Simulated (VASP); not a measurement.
# SnO2 in VASP: further runs

Runs on SnO2. Level: PBE. Tasks: single point.

All numbers are computed with VASP 6.6.1; they aren't measurements. Logs are shortened: lines on timing, memory, paths and dates and some standing lists are left out, and cuts for length are marked.

## Step 1: The cell of the first run

It takes space group P4_2/mnm (No. 136, tetragonal). The conventional cell has a = 4.737 Å, b = 4.737 Å, c = 3.123 Å, α = 90.00°, β = 90.00°, γ = 90.00°. Within 2.7 Å of Sn (site symmetry mmm) lie 6 O at 2.03 to 2.05 Å. O (site symmetry m2m) has 3 Sn at 2.03 to 2.05 Å and 1 O at 2.60 Å within 2.7 Å.

## Step 2: Single point, PBE (zz strain of -2 %)

INCAR reads:

```
PREC     = Accurate       # precision mode
ENCUT    = 520            # plane-wave cutoff, eV
EDIFF    = 1E-6           # SCF threshold, eV
ISMEAR   = -1             # smearing method
SIGMA    = 0.03           # smearing width, eV
LREAL    = False          # projectors in reciprocal space
LASPH    = True           # aspherical terms in the spheres
NELM     = 100            # most SCF steps
ALGO     = Normal         # electronic algorithm
ISIF     = 2              # what is computed and relaxed
LWAVE    = False          # write WAVECAR
LCHARG   = False          # write CHGCAR
GGA      = PE             # functional
NBANDS   = 35             # bands
```

KPOINTS reads:

```
Automatic mesh
0
Gamma
  4 4 6
```

POSCAR reads:

```
SnO2
1.0
    4.7373500000      0.0000000000      0.0000000000
    0.0000000000      4.7373500000      0.0000000000
    0.0000000000      0.0000000000      3.1226720000
Sn O
2 4
Direct
    0.0000000000      0.0000000000      0.0000000000
    0.5000000000      0.5000000000      0.5000000000
    0.3056200000      0.3056200000      0.0000000000
    0.1943800000      0.8056200000      0.5000000000
    0.6943800000      0.6943800000      0.0000000000
    0.8056200000      0.1943800000      0.5000000000
```

Potentials or basis: VASP PAW PBE potentials, release 64 (Sn_d, O).

Run with:

```bash
$ cat potpaw_PBE.64/Sn_d/POTCAR potpaw_PBE.64/O/POTCAR > POTCAR
$ mpirun -np 1 vasp_std > vasp.out
```

OUTCAR:

```text
PREC = Accurate
   ENCUT = 520
   EDIFF = 1E-6
   ISMEAR = -1
   LREAL = False
   LASPH = True
   NELM = 100
   ISIF = 2
   GGA = PE

 ion  position               nearest neighbor table
   1  0.000  0.000  0.000-   4 2.03   6 2.03   4 2.03   6 2.03   5 2.05   3 2.05   2 3.70   2 3.70
                             2 3.70   2 3.70   2 3.70   2 3.70   2 3.70   2 3.70
   2  0.500  0.500  0.500-   3 2.03   5 2.03   3 2.03   5 2.03   4 2.05   6 2.05   1 3.70   1 3.70
                             1 3.70   1 3.70   1 3.70   1 3.70   1 3.70   1 3.70
   3  0.306  0.306  0.000-   2 2.03   2 2.03   1 2.05
   4  0.194  0.806  0.500-   1 2.03   1 2.03   2 2.05
   5  0.694  0.694  0.000-   2 2.03   2 2.03   1 2.05
   6  0.806  0.194  0.500-   1 2.03   1 2.03   2 2.05

  LATTYP: Found a simple tetragonal cell.
 ALAT       =     4.7373500000
 C/A-ratio  =     0.6591600789

  Lattice vectors:

 A1 = (   4.7373500000,   0.0000000000,   0.0000000000)
 A2 = (   0.0000000000,   4.7373500000,   0.0000000000)
 A3 = (   0.0000000000,   0.0000000000,   3.1226720000)

Analysis of symmetry for initial positions (statically):
=====================================================================
 Subroutine PRICEL returns:
 Original cell was already a primitive cell.

 Routine SETGRP: Setting up the symmetry group for a
 simple tetragonal supercell.

 Subroutine GETGRP returns: Found 16 space group operations
 (whereof  8 operations were pure point group operations)
 out of a pool of 16 trial point group operations.

The static configuration has the point symmetry D_2h.
 The point group associated with its full space group is D_4h.

Analysis of symmetry for dynamics (positions and initial velocities):
=====================================================================
 Subroutine PRICEL returns:
 Original cell was already a primitive cell.

 Routine SETGRP: Setting up the symmetry group for a
 simple tetragonal supercell.

 Subroutine GETGRP returns: Found 16 space group operations
 (whereof  8 operations were pure point group operations)
 out of a pool of 16 trial point group operations.

The dynamic configuration has the point symmetry D_2h.
 The point group associated with its full space group is D_4h.

 Subroutine INISYM returns: Found 16 space group operations
 (whereof  8 operations are pure point group operations),
 and found     1 'primitive' translations

----------------------------------------------------------------------------------------

                                     Primitive cell

  volume of cell :      70.0805

  direct lattice vectors                    reciprocal lattice vectors
     4.737350000  0.000000000  0.000000000     0.211088478  0.000000000  0.000000000
     0.000000000  4.737350000  0.000000000     0.000000000  0.211088478  0.000000000
     0.000000000  0.000000000  3.122672000     0.000000000  0.000000000  0.320238565

  length of vectors
     4.737350000  4.737350000  3.122672000     0.211088478  0.211088478  0.320238565

  position of ions in fractional coordinates (direct lattice)
     0.000000000  0.000000000  0.000000000
     0.500000000  0.500000000  0.500000000
     0.305620000  0.305620000  0.000000000
     0.194380000  0.805620000  0.500000000
     0.694380000  0.694380000  0.000000000
     0.805620000  0.194380000  0.500000000

  ion indices of the primitive-cell ions
   primitive index   ion index
                 1           1
                 2           2
                 3           3
                 4           4
                 5           5
                 6           6

----------------------------------------------------------------------------------------

 KPOINTS: Automatic mesh

Automatic generation of k-mesh.
 Grid dimensions read from file:
 generate k-points for:    4    4    6

 Generating k-lattice:

  Cartesian coordinates                     Fractional coordinates (reciprocal lattice)
     0.052772119  0.000000000  0.000000000     0.250000000  0.000000000  0.000000000
[... 48 lines left out ...]
   NGX = 17   NGY = 17   NGZ = 11

 number of electron      51.9999977 magnetization

 Free energy of the ion-electron system (eV)
  ---------------------------------------------------
  ext. energy  EPLUGINS =         0.00000000
  ---------------------------------------------------
  free energy    TOTEN  =       -36.99844240 eV

  energy without entropy =      -36.99844240  energy(sigma->0) =      -36.99844240

 E-fermi :   7.0481     XC(G=0): -11.3597

 val. band max:        6.3852338099   @ k =   0.0000   0.0000   0.0000
 cond. band min:       7.9320817792   @ k =   0.0000   0.0000   0.0000
 fundamental gap:      1.5468479693
 Fermi energy:         7.0480962370

 k-point     1 :       0.0000    0.0000    0.0000
  band No.  band energies     occupation
      1     -14.7861      2.00000
      2     -13.9857      2.00000
      3     -13.6260      2.00000
      4     -13.5975      2.00000
      5     -13.5975      2.00000
      6     -13.4997      2.00000
[... 27 lines left out ...]
     34      18.6640      0.00000
     35      19.1189      0.00000

 k-point     2 :       0.2500    0.0000    0.0000
  band No.  band energies     occupation
      1     -14.6876      2.00000
      2     -14.1017      2.00000
      3     -13.6253      2.00000
      4     -13.5936      2.00000
      5     -13.5934      2.00000
      6     -13.5780      2.00000
[... 27 lines left out ...]
     34      18.6325      0.00000
     35      19.0956      0.00000

 k-point     3 :       0.5000    0.0000    0.0000
  band No.  band energies     occupation
      1     -14.4170      2.00000
      2     -14.4170      2.00000
      3     -13.6204      2.00000
      4     -13.6204      2.00000
      5     -13.5893      2.00000
      6     -13.5893      2.00000
[... 27 lines left out ...]
     34      18.9164      0.00000
     35      19.4651      0.00000
[... 723 lines left out ...]
 k-point    23 :       0.5000    0.2500    0.5000
  band No.  band energies     occupation
      1     -14.6545      2.00000
      2     -14.6545      2.00000
      3     -13.7820      2.00000
      4     -13.7820      2.00000
      5     -13.4736      2.00000
      6     -13.4736      2.00000
[... 27 lines left out ...]
     34      18.1070      0.00000
     35      19.3272      0.00000

 k-point    24 :       0.5000    0.5000    0.5000
  band No.  band energies     occupation
      1     -14.5561      2.00000
      2     -14.5561      2.00000
      3     -13.9622      2.00000
      4     -13.9622      2.00000
      5     -13.4704      2.00000
      6     -13.4704      2.00000
[... 27 lines left out ...]
     34      17.8129      0.00000
     35      19.5501      0.00000

------------------------ aborting loop because EDIFF is reached ----------------------------------------

  FORCE on cell =-STRESS in cart. coord.  units (eV):
  Direction    XX          YY          ZZ          XY          YZ          ZX
  --------------------------------------------------------------------------------------
  -------------------------------------------------------------------------------------
  Total        6.2751477      6.2751477     10.2850319     -0.0000000      0.0000000      0.0000000
  in kB      143.4621124    143.4621124    235.1358838     -0.0000000      0.0000000      0.0000000
  external PRESSURE =     174.0200362 kB  Pullay stress =       0.0000000 kB

 VOLUME and BASIS-vectors are now :
 -----------------------------------------------------------------------------
  energy-cutoff  :      520.00
  volume of cell :       70.08
      direct lattice vectors                 reciprocal lattice vectors
     4.737350000  0.000000000  0.000000000     0.211088478  0.000000000  0.000000000
     0.000000000  4.737350000  0.000000000     0.000000000  0.211088478  0.000000000
     0.000000000  0.000000000  3.122672000     0.000000000  0.000000000  0.320238565

 POSITION                                       TOTAL-FORCE (eV/Angst)
 -----------------------------------------------------------------------------------
      0.00000      0.00000      0.00000         0.000000     -0.000000      0.000000
      2.36868      2.36868      1.56134         0.000000     -0.000000      0.000000
      1.44783      1.44783      0.00000        -0.175445     -0.175445      0.000000
      0.92085      3.81650      1.56134         0.175445     -0.175445      0.000000
      3.28952      3.28952      0.00000         0.175445      0.175445      0.000000
      3.81650      0.92085      1.56134        -0.175445      0.175445      0.000000
 -----------------------------------------------------------------------------------
    total drift:                                0.000000      0.000000      0.000000

  FREE ENERGIE OF THE ION-ELECTRON SYSTEM (eV)
  ---------------------------------------------------
  free  energy   TOTEN  =       -36.9984423975 eV

  energy  without entropy=      -36.9984423975  energy(sigma->0) =      -36.99844240
```

Run time: 40 s. Hardware: 1 thread of AMD EPYC 7R43 (Zen 3), shared host; peak memory 0.16 GiB.

Results:

| Property | Result |
| --- | --- |
| Free energy | -36.9984 eV |
| Pressure | 17.4 GPa |
| Largest force | 0.248 eV/Å |
| Band gap on the k mesh | 1.55 eV, direct |

Forces in eV/Å, atoms in the order of the input:
```
Sn   0.000  0.000  0.000
Sn   0.000  0.000  0.000
O   -0.175 -0.175  0.000
O    0.175 -0.175  0.000
O    0.175  0.175  0.000
O   -0.175  0.175  0.000
```

Caveat: the cell differs from its parent crystal (zz strain of -2 %); spin-orbit coupling is left out, which moves the levels of the heavy elements.

## Step 3: Single point, PBE (zz strain of +1 %)

INCAR reads:

```
ALGO = Normal
EDIFF = 1E-6
ENCUT = 520
GGA = PE
ISIF = 2
ISMEAR = -1
LASPH = T
LCHARG = F
LREAL = F
LWAVE = F
NBANDS = 35
NELM = 80
PREC = Accurate
SIGMA = 0.03
```

KPOINTS reads:

```
k-points
0
Gamma
  4 4 6
```

POSCAR: that of step 2 with these lines changed.

```diff
@@ -4,3 +4,3 @@
     0.0000000000      4.7373500000      0.0000000000
-    0.0000000000      0.0000000000      3.1226720000
+    0.0000000000      0.0000000000      3.2182640000
 Sn O
```

Potentials or basis: VASP PAW PBE potentials, release 64 (Sn_d, O).

Run with:

```bash
$ cat potpaw_PBE.64/Sn_d/POTCAR potpaw_PBE.64/O/POTCAR > POTCAR
$ mpirun -np 1 vasp_std > vasp.out
```

Run time: 37 s. Hardware: 1 thread of AMD EPYC 7R43 (Zen 3), shared host; peak memory 0.16 GiB.

It converged, with:

| Item | Value |
| --- | --- |
| Free energy | -37.2135 eV |
| Pressure | 8.8 GPa |
| Largest force | 0.027 eV/Å |
| Band gap on the k mesh | 1.09 eV, direct |

Forces on the atoms (eV/Å):
```
Sn   0.000  0.000  0.000
Sn   0.000  0.000  0.000
O    0.019  0.019  0.000
O   -0.019  0.019  0.000
O   -0.019 -0.019  0.000
O    0.019 -0.019  0.000
```

Stress tensor (GPa, compression positive):
```
8.91 0.00 0.00
0.00 8.91 0.00
0.00 0.00 8.65
```

Levels at points of the mesh, in eV from the valence-band top:
```
           k point  band 22  band 23  band 24  band 25  band 26  band 27  band 28  band 29  band 30  band 31
(0.00, 0.00, 0.00)    -1.27    -1.27    -0.77    -0.77     0.00     1.09     6.02     6.20     6.20    10.31
(0.50, 0.00, 0.00)    -1.97    -1.22    -1.22    -0.62    -0.62     4.32     4.32     6.98     6.98    10.97
(0.50, 0.50, 0.00)    -1.99    -1.35    -1.35    -0.88    -0.88     4.72     4.72     7.42     7.42    11.00
(0.00, 0.00, 0.50)    -2.64    -1.65    -1.65    -1.24    -1.24     6.05     6.05     9.71     9.71    10.50
(0.50, 0.00, 0.50)    -1.73    -1.08    -1.08    -0.69    -0.69     6.34     6.34     8.03     8.03    10.86
(0.50, 0.50, 0.50)    -2.35    -0.94    -0.94    -0.81    -0.81     4.74     4.74     8.88     8.88    10.86
```

Caveat: the cell differs from its parent crystal (zz strain of +1 %); spin-orbit coupling is left out, which moves the levels of the heavy elements.

## Step 4: Single point, PBE (zz strain of +3 %)

INCAR reads:

```
SYSTEM = SnO2
  ALGO = Normal
  EDIFF = 1E-6
  ENCUT = 520
  GGA = PE
  ISIF = 2
  ISMEAR = -1
  LASPH = .True.
  LCHARG = .True.
  LELF = .True.
  LREAL = .False.
  LVHAR = .True.
  LWAVE = .False.
  NBANDS = 35
  NELM = 60
  PREC = Accurate
  SIGMA = 0.03
```

KPOINTS reads:

```
k-points
0
Gamma
  4 4 6
  0 0 0
```

POSCAR: that of step 3 with these lines changed.

```diff
@@ -4,3 +4,3 @@
     0.0000000000      4.7373500000      0.0000000000
-    0.0000000000      0.0000000000      3.2182640000
+    0.0000000000      0.0000000000      3.2819920000
 Sn O
```

Run with:

```bash
$ cat potpaw_PBE.64/Sn_d/POTCAR potpaw_PBE.64/O/POTCAR > POTCAR
$ mpirun -np 1 vasp_std > vasp.out
```

Wall time 44 s (1 thread of AMD EPYC 7R43 (Zen 3), shared host); peak memory 0.16 GiB.

It converged, with:

```yaml
Free_energy: -37.2555 eV
Pressure: 4.0 GPa
Largest_force: 0.150 eV/Å
Band_gap_on_the_k_mesh: 0.81 eV, direct
```

Forces in eV/Å, atoms in the order of the input:
```
Sn   0.000  0.000  0.000
Sn   0.000  0.000  0.000
O    0.106  0.106  0.000
O   -0.106  0.106  0.000
O   -0.106 -0.106  0.000
O    0.106 -0.106  0.000
```

Stress tensor (GPa, compression positive):
```
5.82 0.00 0.00
0.00 5.82 0.00
0.00 0.00 0.51
```

Levels at points of the mesh, in eV from the valence-band top:
| k point | band 22 | band 23 | band 24 | band 25 | band 26 | band 27 | band 28 | band 29 | band 30 | band 31 |
| --- | --- | --- | --- | --- | --- | --- | --- | --- | --- | --- |
| (0.00, 0.00, 0.00) | -1.31 | -1.31 | -0.72 | -0.72 | 0.00 | 0.81 | 5.67 | 5.97 | 5.97 | 9.91 |
| (0.50, 0.00, 0.00) | -1.93 | -1.25 | -1.25 | -0.59 | -0.59 | 4.10 | 4.10 | 6.74 | 6.74 | 10.87 |
| (0.50, 0.50, 0.00) | -1.97 | -1.40 | -1.40 | -0.81 | -0.81 | 4.45 | 4.45 | 7.19 | 7.19 | 10.91 |
| (0.00, 0.00, 0.50) | -2.61 | -1.60 | -1.60 | -1.20 | -1.20 | 5.79 | 5.79 | 9.61 | 9.61 | 10.12 |
| (0.50, 0.00, 0.50) | -1.70 | -1.02 | -1.02 | -0.67 | -0.67 | 6.10 | 6.10 | 7.96 | 7.96 | 10.48 |
| (0.50, 0.50, 0.50) | -2.26 | -0.89 | -0.89 | -0.75 | -0.75 | 4.54 | 4.54 | 8.80 | 8.80 | 10.50 |

Caveat: the cell differs from its parent crystal (zz strain of +3 %); spin-orbit coupling is left out, which moves the levels of the heavy elements.

## Step 5: Single point, PBE (equal xy, yz and zx shear strains of -2 %)

INCAR reads:

```
SYSTEM = SnO2
  PREC = Accurate
  ENCUT = 520
  EDIFF = 1E-6
  ISMEAR = -1
  SIGMA = 0.03
  LREAL = .False.
  LASPH = .True.
  NELM = 80
  ALGO = Normal
  ISIF = 2
  LWAVE = .False.
  LCHARG = .True.
  GGA = PE
  LELF = .True.
  LVHAR = .True.
  NBANDS = 35
```

KPOINTS reads:

```
Automatic mesh
0
Gamma
  4 4 6
  0 0 0
```

POSCAR: that of step 4 with these lines changed.

```diff
@@ -2,5 +2,5 @@
 1.0
-    4.7373500000      0.0000000000      0.0000000000
-    0.0000000000      4.7373500000      0.0000000000
-    0.0000000000      0.0000000000      3.2819920000
+    4.7373500000     -0.0473735000     -0.0473735000
+   -0.0473735000      4.7373500000     -0.0473735000
+   -0.0318640000     -0.0318640000      3.1864000000
 Sn O
```

Run with:

```bash
$ cat potpaw_PBE.64/Sn_d/POTCAR potpaw_PBE.64/O/POTCAR > POTCAR
$ mpirun -np 1 vasp_std > vasp.out
```

It took 50 s on 1 thread of Intel Xeon Platinum 8259CL at 2.50GHz (Skylake/Cascade Lake), shared host; peak memory 0.21 GiB.

Results (log left out):

```yaml
Free_energy: -37.1209 eV
Pressure: 11.8 GPa
Largest_force: 0.274 eV/Å
Band_gap_on_the_k_mesh: 1.24 eV, direct
```

Forces on the atoms (eV/Å):
```
Sn   0.000  0.000  0.000
Sn   0.000  0.000  0.000
O    0.007  0.007 -0.274
O    0.084 -0.084  0.000
O   -0.007 -0.007  0.274
O   -0.084  0.084  0.000
```

Stress tensor (GPa, compression positive):
```
10.88  4.37  2.44
 4.37 10.88  2.44
 2.44  2.44 13.52
```

Levels at points of the mesh, in eV from the valence-band top:
```tsv
k point	band 24	band 25	band 26	band 27	band 28	band 29
(0.00, 0.00, 0.00)	-0.85	-0.73	0.00	1.24	6.20	6.24
(0.50, 0.00, 0.00)	-1.13	-0.63	-0.62	4.37	4.50	7.04
(0.50, 0.50, 0.00)	-1.23	-1.03	-0.79	4.80	4.93	7.49
(0.00, 0.00, 0.50)	-1.61	-1.40	-1.12	6.16	6.22	9.65
(0.50, 0.00, 0.50)	-1.02	-0.76	-0.65	6.42	6.52	7.88
(0.50, 0.50, 0.50)	-0.96	-0.93	-0.71	4.77	4.90	8.81
```

Caveat: the cell differs from its parent crystal (equal xy, yz and zx shear strains of -2 %); spin-orbit coupling is left out, which moves the levels of the heavy elements.

## Step 6: Single point, PBE (equal xy, yz and zx shear strains of +1 %)

INCAR reads:

```
SYSTEM = SnO2
PREC = Accurate ; ENCUT = 520
EDIFF = 1E-6 ; ISMEAR = -1
SIGMA = 0.03 ; LREAL = .FALSE.
LASPH = .TRUE. ; NELM = 100
ALGO = Normal ; ISIF = 2
LWAVE = .FALSE. ; LCHARG = .FALSE.
GGA = PE ; NBANDS = 35
```

KPOINTS reads:

```
regular mesh
0
G
  4 4 6
  0 0 0
```

POSCAR: that of step 5 with these lines changed.

```diff
@@ -2,5 +2,5 @@
 1.0
-    4.7373500000     -0.0473735000     -0.0473735000
-   -0.0473735000      4.7373500000     -0.0473735000
-   -0.0318640000     -0.0318640000      3.1864000000
+    4.7373500000      0.0236867500      0.0236867500
+    0.0236867500      4.7373500000      0.0236867500
+    0.0159320000      0.0159320000      3.1864000000
 Sn O
```

Potentials or basis: VASP PAW PBE potentials, release 64 (Sn_d, O).

Run with:

```bash
$ cat potpaw_PBE.64/Sn_d/POTCAR potpaw_PBE.64/O/POTCAR > POTCAR
$ mpirun -np 1 vasp_std > vasp.out
```

Run time: 48 s. Hardware: 1 thread of Intel Xeon Platinum 8259CL at 2.50GHz (Skylake/Cascade Lake), shared host; peak memory 0.21 GiB.

The run converged. Its results:

- Free energy: -37.1532 eV
- Pressure: 11.6 GPa
- Largest force: 0.158 eV/Å
- Band gap on the k mesh: 1.24 eV, direct

Forces on the atoms (eV/Å):
```
Sn   0.000  0.000  0.000
Sn   0.000  0.000  0.000
O   -0.068 -0.068  0.126
O    0.006 -0.006  0.000
O    0.068  0.068 -0.126
O   -0.006  0.006  0.000
```

Stress tensor (GPa, compression positive):
```
10.68 -2.13 -1.18
-2.13 10.68 -1.18
-1.18 -1.18 13.30
```

Levels at points of the mesh, in eV from the valence-band top:
| k point | band 24 | band 25 | band 26 | band 27 | band 28 | band 29 |
| --- | --- | --- | --- | --- | --- | --- |
| (0.00, 0.00, 0.00) | -0.82 | -0.76 | 0.00 | 1.24 | 6.20 | 6.30 |
| (0.50, 0.00, 0.00) | -1.16 | -0.64 | -0.63 | 4.40 | 4.48 | 7.08 |
| (0.50, 0.50, 0.00) | -1.27 | -0.97 | -0.85 | 4.83 | 4.91 | 7.53 |
| (0.00, 0.00, 0.50) | -1.64 | -1.33 | -1.19 | 6.17 | 6.21 | 9.72 |
| (0.50, 0.00, 0.50) | -1.06 | -0.73 | -0.68 | 6.44 | 6.50 | 7.97 |
| (0.50, 0.50, 0.50) | -0.97 | -0.87 | -0.78 | 4.80 | 4.87 | 8.87 |

Caveat: the cell differs from its parent crystal (equal xy, yz and zx shear strains of +1 %); spin-orbit coupling is left out, which moves the levels of the heavy elements.

## Step 7: Summary

```tsv
cell	gap on the mesh (eV)	pressure (GPa)	largest force (eV/Å)
a = 4.737, b = 4.737, c = 3.123 Å, 6 atoms	1.55	17.4	0.25
a = 4.737, b = 4.737, c = 3.218 Å, 6 atoms	1.09	8.8	0.03
a = 4.737, b = 4.737, c = 3.282 Å, 6 atoms	0.81	4.0	0.15
a = 4.738, b = 4.738, c = 3.187 Å, angles 91.1°, 6 atoms	1.24	11.8	0.27
a = 4.737, b = 4.737, c = 3.186 Å, angles 89.4°, 6 atoms	1.24	11.6	0.16
```

Alike in all rows: task single point; level PBE; potentials or basis VASP PAW PBE potentials, release 64 (Sn_d, O); no spin polarisation; k mesh 4 × 4 × 6; cutoff (eV) 520; smearing fermi-dirac 0.03 eV.

Caveats: spin-orbit coupling is left out, which moves the levels of the heavy elements.

Total energies depend on the potentials used, so only differences within one code and one set of settings carry meaning.
